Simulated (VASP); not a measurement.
Crystal: KBr.

```
Br K
1.0
     0.00000    3.30000    3.30000
     3.30000    0.00000    3.30000
     3.30000    3.30000    0.00000
Br K
1 1
Direct
  0.50000 0.50000 0.50000
  0.00000 0.00000 0.00000
```

```yaml
Program: VASP 6.6.1
Task: relaxation of cell and atoms
Functional: RPBE
Dispersion: D3(BJ)
Potentials_or_basis: VASP PAW PBE potentials, release 64 (Br, K_sv)
Cutoff: 600 eV
k_mesh: 7 × 7 × 7
Occupations: fermi-dirac, width 0.05 eV
Spin: no spin polarisation
```

At the start: pressure -4.7 GPa; volume 35.94 Å³/atom.

Question: Where does the relaxation end?

Answer: Over 5 steps the energy falls by 164.8 meV/atom and the volume is 27.42 Å³/atom (-23.7 %); space group Fm-3m (No. 225, to 0.05 Å).

Step by step:
```tsv
step	energy change (eV)	largest force (eV/Å)	pressure (GPa)	volume (Å³)
1	0.0000	0.0000	-4.65	71.87
2	-0.2579	0.0000	-2.98	61.56
3	-0.3280	0.0000	-0.54	55.63
4	-0.3295	0.0000	0.12	54.53
5	-0.3295	0.0000	-0.08	54.84
```

Final structure:
```
Br K
1.0
     0.00000    3.01552    3.01552
     3.01552    0.00000    3.01552
     3.01552    3.01552    0.00000
Br K
1 1
Direct
  0.50000 0.50000 0.50000
  0.00000 0.00000 0.00000
```

Caveat: the volume moved by over 15 % at a fixed basis, so the end points are rough; the PAW data sets were made with another functional, which shifts forces and pressure a little; the volume moved by -24 % from the deposited cell, more than functionals usually miss.
